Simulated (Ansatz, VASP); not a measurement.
# One calculation of C, two programs

File INCAR:

```
ALGO     = Normal         # electronic algorithm
EDIFF    = 1E-7           # SCF threshold, eV
EDIFFG   = -0.002         # ionic threshold
ENCUT    = 520            # plane-wave cutoff, eV
GGA      = PS             # functional
IBRION   = 2              # ionic algorithm
ISIF     = 2              # what is computed and relaxed
ISMEAR   = 0              # smearing method
LASPH    = True           # aspherical terms in the spheres
LCHARG   = False          # write CHGCAR
LREAL    = False          # projectors in reciprocal space
LWAVE    = False          # write WAVECAR
NELM     = 100            # most SCF steps
NSW      = 60             # ionic steps
PREC     = Accurate       # precision mode
SIGMA    = 0.02           # smearing width, eV
```

KPOINTS

```
k-points
0
Gamma
  9 9 6
```

POSCAR

```
C
1.0
    2.5643191212      0.0000000000      0.0000000000
   -1.2821595606      2.2207655024      0.0000000000
    0.0000000000      0.0000000000      4.2229976408
C
4
Direct
    0.3333333333      0.6666666667     -0.0002048403
    0.6666666667      0.3333333333      0.4997951597
    0.3333333333      0.6666666667      0.3742048403
    0.6666666667      0.3333333333      0.8742048403
```

Input for Ansatz:

```yaml
crystal:
  lattice:
    - [2.5643191212, 0.0, 0.0]
    - [-1.2821595606, 2.2207655024, 0.0]
    - [0.0, 0.0, 4.2229976408]
  atoms:
    - { symbol: C, position: [0.3333333333, 0.6666666667, -0.0002048403] }
    - { symbol: C, position: [0.6666666667, 0.3333333333, 0.4997951597] }
    - { symbol: C, position: [0.3333333333, 0.6666666667, 0.3742048403] }
    - { symbol: C, position: [0.6666666667, 0.3333333333, 0.8742048403] }
basis:
  ecutwfc: 600.0
kpoints:
  mp_grid: { grid: [9, 9, 6] }
hamiltonian:
  xc: pbesol
  pseudopotentials: { kind: paw, azcp: { folder: soft_1 } }
scf:
  occupations: { method: gaussian, width: 0.02 }
output:
  forces: true
  stress: true
  eigenvalues: true
  write_density: true
  write_potential: true
  elf: true
  volumetric_format: npy
relax:
  adjacent_minimum: "off"
  f_tol: 0.002
  max_steps: 40
```

Change from the starting cell: strained cell.

Alike in both runs: task relaxation of the atoms; functional PBEsol; k mesh 9 × 9 × 6; occupations gaussian, width 0.02 eV; no spin polarisation.

|  | VASP | Ansatz |
| --- | --- | --- |
| version | VASP 6.6.1 | Ansatz 0.2.0 |
| potentials or method | VASP PAW PBE potentials, release 64 (C), cutoff 520 eV | scalar-relativistic, plane waves, PAW |
| valence electrons in the cell | 16 | 16 |

```csv
,VASP,Ansatz,Ansatz less VASP
"gap on the k mesh at the Fermi level, each at its own relaxed structure (eV)",3.30,3.32,+0.019
```

VASP's potentials were made for PBE, not for PBEsol, and Ansatz warns of the same on its side. Ansatz's warnings: stress scf threshold loose.
